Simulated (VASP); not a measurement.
## ZnAuC4N4: single point with PBE

The system is ZnAuC4N4.

```xyz
10
Lattice="5.8826 0.0000 0.0000 0.0000 5.8826 0.0000 0.0000 0.0000 5.8826" Properties=species:S:1:pos:R:3 pbc="T T T"
Zn    2.9413    2.9413    2.9413
C     1.1068    1.1068    1.1068
C     1.1068    4.7758    4.7758
C     4.7758    1.1068    4.7758
C     4.7758    4.7758    1.1068
Au    0.0000    0.0000    0.0000
N     1.7823    1.7823    1.7823
N     1.7823    4.1003    4.1003
N     4.1003    1.7823    4.1003
N     4.1003    4.1003    1.7823
```

```yaml
Program: VASP 6.6.1
Task: single point
Functional: PBE
Potentials_or_basis: VASP PAW PBE potentials, release 64 (Zn, C, Au, N)
Cutoff: 520 eV
k_mesh: 4 × 4 × 4
Occupations: gaussian, width 0.1 eV
Spin: no spin polarisation
Dipole_correction: no
Further_INCAR_settings: ALGO = Normal; EDIFF = 1e-06; NBANDS = 40
```

```
Pressure               : 5.4 GPa
Largest force          : 2.505 eV/Å
Band gap on the k mesh : zero (an odd number of electrons rules out a gap without spin polarisation)
```

Forces in eV/Å, atoms in the order of the input:
```
Zn   0.000  0.000  0.000
C    1.446  1.446  1.446
C    1.446 -1.446 -1.446
C   -1.446  1.446 -1.446
C   -1.446 -1.446  1.446
Au   0.000  0.000  0.000
N    0.520  0.520  0.520
N    0.520 -0.520 -0.520
N   -0.520  0.520 -0.520
N   -0.520 -0.520  0.520
```

Levels at points of the mesh, in eV from the Fermi level:
```tsv
k point	band 26	band 27	band 28	band 29	band 30	band 31	band 32	band 33	band 34	band 35
(0.00, 0.00, 0.00)	-2.13	-2.13	-0.36	-0.36	-0.36	5.31	5.31	5.31	5.87	5.87
(0.50, 0.00, 0.00)	-2.00	-1.92	-0.20	0.01	0.01	5.03	5.03	5.52	5.57	5.75
(0.50, 0.50, 0.00)	-1.93	-1.81	-0.24	0.05	0.05	5.30	5.30	5.48	5.49	5.62
(0.50, 0.50, 0.50)	-1.79	-1.79	-0.27	-0.27	-0.27	5.63	5.63	5.63	5.95	5.95
```

Wall time 100 s on 1 thread of Intel(R) Xeon(R) 6975P-C (Granite Rapids) (shared host), peak memory 0.37 GiB.

Caveat: the cell stands under pressure; spin-orbit coupling is left out, which moves the levels of the heavy elements; an odd number of electrons without spin polarisation forces a metal; a magnetic or distorted state may lie lower.
